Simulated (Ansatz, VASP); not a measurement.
# Two plane-wave programs on WSe2

INCAR

```
SYSTEM = WSe2
PREC = Accurate ; ENCUT = 520
EDIFF = 1E-6 ; ISMEAR = 0
SIGMA = 0.05 ; LREAL = .False.
LASPH = .True. ; NELM = 60
ALGO = Normal ; ISIF = 2
LWAVE = .False. ; LCHARG = .False.
GGA = PS ; NBANDS = 49
```

Contents of KPOINTS:

```
regular mesh
0
Gamma
  12 12 1
  0 0 0
```

POSCAR

```
WSe2
1.0
    3.2709028621      0.0000000000      0.0000000000
   -1.6354514310      2.8326849719      0.0000000000
    0.0000000000      0.0000000000     29.1847499586
W Se
3 6
Direct
    0.6666666667      0.3333333333      0.0000000000
    0.3333333333      0.6666666667      0.7734641533
    0.3333333333      0.6666666667      0.2265358467
    0.3333333333      0.6666666667      0.0573689714
    0.6666666667      0.3333333333      0.8308403010
    0.6666666667      0.3333333333      0.2838341640
    0.3333333333      0.6666666667      0.9426310286
    0.6666666667      0.3333333333      0.7161658360
    0.6666666667      0.3333333333      0.1691596990
```

Input for Ansatz:

```yaml
crystal:
  lattice:
    - [3.2709028621, 0.0, 0.0]
    - [-1.635451431, 2.8326849719, 0.0]
    - [0.0, 0.0, 29.1847499586]
  atoms:
    - { symbol: W, position: [0.6666666667, 0.3333333333, 0.0] }
    - { symbol: W, position: [0.3333333333, 0.6666666667, 0.7734641533] }
    - { symbol: W, position: [0.3333333333, 0.6666666667, 0.2265358467] }
    - { symbol: Se, position: [0.3333333333, 0.6666666667, 0.0573689714] }
    - { symbol: Se, position: [0.6666666667, 0.3333333333, 0.830840301] }
    - { symbol: Se, position: [0.6666666667, 0.3333333333, 0.283834164] }
    - { symbol: Se, position: [0.3333333333, 0.6666666667, 0.9426310286] }
    - { symbol: Se, position: [0.6666666667, 0.3333333333, 0.716165836] }
    - { symbol: Se, position: [0.6666666667, 0.3333333333, 0.169159699] }
basis:
  ecutwfc: 420
kpoints:
  mp_grid: { grid: [12, 12, 1] }
hamiltonian:
  xc: pbesol
scf:
  occupations: { method: gaussian, width: 0.05 }
output:
  forces: true
  stress: true
  eigenvalues: true
  write_density: true
  write_potential: true
  elf: true
  volumetric_format: npy
```

Alike in both runs: task single point; functional PBEsol; k mesh 12 × 12 × 1; occupations gaussian, width 0.05 eV; no spin polarisation.

|  | VASP | Ansatz |
| --- | --- | --- |
| version | VASP 6.6.1 | Ansatz 0.2.0 |
| potentials or method | VASP PAW PBE potentials, release 64 (W_sv, Se), cutoff 520 eV | scalar-relativistic, plane waves, PAW |
| valence electrons in the cell | 78 | 138 |

VASP gave:

* gap on the k mesh at the Fermi level (eV): 1.24
* least direct gap on the mesh (eV): 1.62
* rms of the force components (eV/Å): 0.029

Problem. Which values does Ansatz return?

Solution. gap on the k mesh at the Fermi level (eV): 1.25; least direct gap on the mesh (eV): 1.63; rms of the force components (eV/Å): 0.000.

VASP's potentials were made for PBE, not for PBEsol. Atom by atom the forces differ by 0.029 eV/Å (rms over components). The functional is the same, so the differences come from potentials, cutoffs and numerics. VASP's potentials hold 78 valence electrons a cell and Ansatz's 138, so a difference there can come from the potentials and not from the codes. Ansatz's warnings: xc potential rough in thin density.

Spin-orbit coupling is off throughout.
